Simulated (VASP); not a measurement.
## Cr: single point with LDA

Crystal: Cr.

```xyz
1
Lattice="-1.5136 1.5136 1.5136 1.5136 -1.5136 1.5136 1.5136 1.5136 -1.5136" Properties=species:S:1:pos:R:3 pbc="T T T"
Cr    0.0000    0.0000    0.0000
```

This cell differs from its parent crystal: volume scaled by 1.06.

| Quantity | Value |
| --- | --- |
| Program | VASP 6.6.1 |
| Task | single point |
| Functional | LDA |
| Potentials or basis | VASP PAW LDA potentials, release 64 (Cr_pv) |
| Cutoff | 520 eV |
| k mesh | 12 × 12 × 12 |
| Occupations | fermi-dirac, width 0.05 eV |
| Spin | collinear spin, ferromagnetic start |
| Starting moments | [3.0] μB |
| Dipole correction | no |
| Further INCAR settings | ALGO = Fast; EDIFF = 1e-06; NBANDS = 16 |

```json
{"Pressure": "-43.8 GPa", "Band gap on the k mesh": "zero (filled and empty bands overlap)", "Net moment": "0.00 μB per cell", "Valence electrons inside the program's atomic spheres": "Cr 10.73"}
```

Levels at points of the mesh, in eV from the Fermi level:
Spin up:
```
           k point  band 2  band 3  band 4  band 5  band 6  band 7  band 8  band 9  band 10  band 11
(0.00, 0.00, 0.00)  -42.49  -42.49   -7.07   -0.67   -0.67   -0.67    0.88    0.88     5.31    20.96
(0.50, 0.00, 0.00)  -42.66  -42.49   -3.57   -1.86    0.87    0.90    1.12    2.25     5.30     8.00
(0.50, 0.50, 0.50)  -42.86  -42.86   -3.31   -3.31    1.95    1.95    1.95    5.30     9.14     9.14
```
Spin down:
| k point | band 4 | band 5 | band 6 | band 7 | band 8 | band 9 |
| --- | --- | --- | --- | --- | --- | --- |
| (0.00, 0.00, 0.00) | -7.07 | -0.67 | -0.67 | -0.67 | 0.88 | 0.88 |
| (0.50, 0.00, 0.00) | -3.57 | -1.86 | 0.87 | 0.90 | 1.12 | 2.25 |
| (0.50, 0.50, 0.50) | -3.31 | -3.31 | 1.95 | 1.95 | 1.95 | 5.30 |

Run time: 25 s on 1 thread of Intel(R) Xeon(R) Platinum 8259CL CPU @ 2.50GHz (Skylake/Cascade Lake), with other jobs on the host, peak memory 0.13 GiB.

Caveat: the starting moments collapsed, and a magnetic state may lie lower.
